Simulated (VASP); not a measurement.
A run of VASP 6.6.1 is set up as follows.

Contents of INCAR:

```
  PREC = Accurate
  ENCUT = 520
  EDIFF = 1E-6
  ISMEAR = 0
  SIGMA = 0.05
  LREAL = False
  LASPH = True
  NELM = 80
  ALGO = Normal
  ISIF = 2
  LWAVE = False
  LCHARG = True
  GGA = PE
  LELF = True
  LVHAR = True
  NBANDS = 18
```

KPOINTS

```
Automatic mesh
0
Gamma
  6 6 6
```

POSCAR

```
HfO2
1.0
    0.0000000000      2.5291823194      2.5291823194
    2.5291823194      0.0000000000      2.5291823194
    2.5291823194      2.5291823194      0.0000000000
Hf O
1 2
Direct
    0.0000000000      0.0000000000      0.0000000000
    0.2500000000      0.2500000000      0.2500000000
    0.7500000000      0.7500000000      0.7500000000
```

Potentials or basis: VASP PAW PBE potentials, release 64 (Hf_pv, O).

The run is started by

```bash
$ cat potpaw_PBE.64/Hf_pv/POTCAR potpaw_PBE.64/O/POTCAR > POTCAR
$ mpirun -np 1 vasp_std > vasp.out
```

**Question.** What does it give for the band gap on the k mesh?

**Answer.** 3.82 eV.

**Question.** Estimate the pressure.

**Answer.** 2.1 GPa.

Caveat: spin-orbit coupling is left out, which moves the levels of the heavy elements. A k mesh can miss the band edges.
